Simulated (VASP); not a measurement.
Input of a VASP 6.6.1 run:

File INCAR:

```
SYSTEM = SnSe
  PREC = Accurate
  ENCUT = 600
  EDIFF = 1E-7
  ISMEAR = 0
  SIGMA = 0.01
  LREAL = .False.
  LASPH = .True.
  NELM = 60
  ALGO = Normal
  ISIF = 3
  LWAVE = .False.
  LCHARG = .False.
  GGA = CA
  IBRION = 2
  NSW = 80
  EDIFFG = -0.001
  PSTRESS = 250.0
```

File KPOINTS:

```
regular mesh
0
Gamma
  8 8 8
  0 0 0
```

The input POSCAR:

```
SnSe
1.0
    0.0000000000      2.9462619150      2.9462619150
    2.9462619150      0.0000000000      2.9462619150
    2.9462619150      2.9462619150      0.0000000000
Sn Se
1 1
Direct
    0.0000000000      0.0000000000      0.0000000000
    0.5000000000      0.5000000000      0.5000000000
```

Potentials or basis: VASP PAW LDA potentials, release 64 (Sn_d, Se).

The run is started by

```sh
$ cat potpaw_LDA.64/Sn_d/POTCAR potpaw_LDA.64/Se/POTCAR > POTCAR
$ mpirun -np 1 vasp_std > vasp.out
```

Problem. Predict the relaxed cell.

Solution. a = 3.844 Å, b = 3.844 Å, c = 3.844 Å, α = 60.00°, β = 60.00°, γ = 60.00°.

Problem. What does it give for the relaxed volume?

Solution. 20.08 Å³/atom.

Problem. Predict the band gap on the k mesh.

Solution. 0.31 eV, indirect (least direct gap 0.34 eV).

Problem. What does it give for the space group after relaxing (to 0.05 Å)?

Solution. Fm-3m (No. 225).

Final structure:
```
Sn Se
1.0
     0.00000    2.71816    2.71816
     2.71816    0.00000    2.71816
     2.71816    2.71816    0.00000
Sn Se
1 1
Direct
  0.00000 0.00000 0.00000
  0.50000 0.50000 0.50000
```

Caveat: the cell is relaxed towards a set pressure, so the enthalpy falls and the energy may rise; the volume moved by over 15 % at a fixed basis, so the end points are rough; spin-orbit coupling is left out, which moves the levels of the heavy elements. Zero-point motion and thermal expansion aren't in these numbers.
